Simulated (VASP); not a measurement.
Input of a VASP 6.6.1 run:

Contents of POSCAR:

```
Au
1.0
    2.8407997153      0.0000000000      0.0000000000
   -1.4203998576      2.4602047205      0.0000000000
    0.0000000000      0.0000000000      4.7803802105
Au
2
Direct
    0.6666666667      0.3333333333      0.2500000000
    0.3333333333      0.6666666667      0.7500000000
```

File INCAR.step1:

```
SYSTEM = Au
ALGO = Normal
EDIFF = 1E-5
ENCUT = 520
GGA = PE
ISIF = 2
ISMEAR = -1
LASPH = .TRUE.
LREAL = .FALSE.
LWAVE = .TRUE.
NBANDS = 18
NELM = 80
PREC = Accurate
SIGMA = 0.05
```

The input INCAR.step2:

```
SYSTEM = Au
ALGO = Normal
EDIFF = 1E-7
ENCUT = 520
GGA = PE
HFSCREEN = 0.2079
ISIF = 2
ISMEAR = -1
ISTART = 1
LASPH = .TRUE.
LCHARG = .TRUE.
LELF = .TRUE.
LHFCALC = .TRUE.
LREAL = .FALSE.
LVHAR = .TRUE.
LWAVE = .FALSE.
NBANDS = 18
NELM = 80
PREC = Accurate
PRECFOCK = Normal
SIGMA = 0.05
```

File KPOINTS:

```
k-points
0
G
  6 6 4
  0 0 0
```

Potentials or basis: VASP PAW PBE potentials, release 64 (Au).

The run is started by

```sh
$ cat potpaw_PBE.64/Au/POTCAR > POTCAR
$ cp INCAR.step1 INCAR
$ mpirun -np 1 vasp_std > vasp.out
$ cp INCAR.step2 INCAR
$ mpirun -np 1 vasp_std > vasp.out
```

Estimate the pressure.

9.8 GPa.

Estimate the band gap on the k mesh.

zero (bands 11 and 12 overlap by 8.86 eV).

Stress tensor (GPa, compression positive):
```
12.65  0.00  0.00
 0.00 12.65  0.00
 0.00  0.00  3.98
```

Caveat: the k points lie up to 0.43 Å⁻¹ apart, too coarse for converged energies and pressures of a metal; the PAW data sets were made with another functional, which shifts forces and pressure a little; spin-orbit coupling is left out, which moves the levels of the heavy elements.
